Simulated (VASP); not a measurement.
Write the native input for VASP 6.6.1 that does the following.

| Item | Value |
| --- | --- |
| Task | relaxation of cell and atoms |
| Functional | PBE |
| Potentials or basis | VASP PAW PBE potentials, release 64 (Na_pv, Be) |
| Cutoff | 600 eV |
| k mesh | 6 × 4 × 4 |
| Occupations | gaussian, width 0.1 eV |
| Spin | no spin polarisation |
| Dipole correction | no |
| Further INCAR settings | ALGO = Normal; EDIFF = 1e-06; IBRION = 2; EDIFFG = -0.04; NSW = 90; ISIF = 3 |

The structure of NaBe3 lies in POSCAR:

```
NaBe3
1.0
    3.7149640846      0.0000000000      0.0000000000
    0.0000000000      6.3074167549      0.0000000000
    0.0000000000      0.0000000000      5.2515180272
Na Be
2 6
Direct
    0.0000000000      0.0000000000      0.5426561433
    0.5000000000      0.5000000000      0.4573438567
    0.0000000000      0.1705813218      0.0303165201
    0.0000000000      0.8294186782      0.0303165201
    0.5000000000      0.6705813218      0.9696834799
    0.5000000000      0.3294186782      0.9696834799
    0.5000000000      0.0000000000      0.0442497331
    0.0000000000      0.5000000000      0.9557502669
```

The input as run:

INCAR

```
SYSTEM = NaBe3
ALGO     = Normal         ! electronic algorithm
EDIFF    = 1E-6           ! SCF threshold, eV
EDIFFG   = -0.04          ! ionic threshold
ENCUT    = 600            ! plane-wave cutoff, eV
GGA      = PE             ! functional
IBRION   = 2              ! ionic algorithm
ISIF     = 3              ! what is computed and relaxed
ISMEAR   = 0              ! smearing method
LASPH    = .TRUE.         ! aspherical terms in the spheres
LCHARG   = .FALSE.        ! write CHGCAR
LREAL    = .FALSE.        ! projectors in reciprocal space
LWAVE    = .FALSE.        ! write WAVECAR
NELM     = 60             ! most SCF steps
NSW      = 90             ! ionic steps
PREC     = Accurate       ! precision mode
SIGMA    = 0.1            ! smearing width, eV
```

KPOINTS

```
k-points
0
G
  6 4 4
  0 0 0
```

Potentials or basis: VASP PAW PBE potentials, release 64 (Na_pv, Be).

Run with:

```sh
$ cat potpaw_PBE.64/Na_pv/POTCAR potpaw_PBE.64/Be/POTCAR > POTCAR
$ mpirun -np 1 vasp_std > vasp.out
```

It gave:

```
Relaxed volume                        : 15.45 Å³/atom
Relaxed cell                          : a = 3.711 Å, b = 6.306 Å, c = 5.281 Å, α = 90.00°, β = 90.00°, γ = 90.00°
Space group after relaxing (to 0.1 Å) : Pmmn (No. 59)
Energy gained by relaxing             : 0.3 meV/atom
Ionic steps                           : 4
Pressure after relaxing               : 0.0 GPa
Largest force after relaxing          : 0.039 eV/Å
Band gap on the k mesh                : zero (bands 13 and 14 overlap by 2.32 eV)
```

Wall time 3.7 min on 1 thread of Intel(R) Xeon(R) Platinum 8375C CPU @ 2.90GHz (Ice Lake), with other jobs on the host, peak memory 0.28 GiB.
